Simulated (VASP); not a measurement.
Runs of VASP 6.6.1 on Re. The structure is that of space group Fm-3m (No. 225), or close to it. The cells are those of the table. 

| task | cell | k mesh for the DOS | occupations for the DOS | gap on the mesh (eV) | pressure (GPa) |
| --- | --- | --- | --- | --- | --- |
| electric field gradients | a = 2.736 Å, angles 60.0°, 1 atom | - | - | none | -1.7 |
| electric field gradients | a = 2.737 Å, angles 60.0°, 1 atom | - | - | none | -1.9 |
| electric field gradients | a = 2.765 Å, angles 60.0°, 1 atom | - | - | none | -13.4 |
| single point | a = 2.736 Å, angles 60.0°, 1 atom | - | - | none | -1.7 |
| single point | a = 2.751, b = 2.751, c = 2.709 Å, angles 60.5, 60.5, 59.0°, 1 atom | - | - | none | -1.8 |
| single point | a = 2.765, b = 2.765, c = 2.737 Å, angles 60.3, 60.3, 59.3°, 1 atom | - | - | none | (a) |
| single point | a = 2.807, b = 2.807, c = 2.821 Å, angles 59.8, 59.8, 60.3°, 1 atom | - | - | none | -28.9 |
| single point | a = 2.765 Å, angles 60.0°, 1 atom | - | - | none | -13.4 |
| electric field gradients | a = 2.807, b = 2.807, c = 2.821 Å, angles 59.8, 59.8, 60.3°, 1 atom | - | - | none | -28.9 |
| electric field gradients | a = 2.765, b = 2.765, c = 2.793 Å, angles 59.7, 59.7, 60.7°, 1 atom | - | - | none | -16.7 |

Alike in all rows: level LDA; potentials or basis VASP PAW LDA potentials, release 64 (Re); no spin polarisation; k mesh 14 × 14 × 14; cutoff (eV) 520; smearing fermi-dirac 0.03 eV.

**Question.** Estimate the missing entries.

**Answer.** (a) -9.8.

Caveats: spin-orbit coupling is left out, which moves the levels of the heavy elements.

A k mesh can miss the band edges, and the runs leave out spin-orbit coupling on Re.

A gap of «none» marks levels without a gap at the run's occupations.
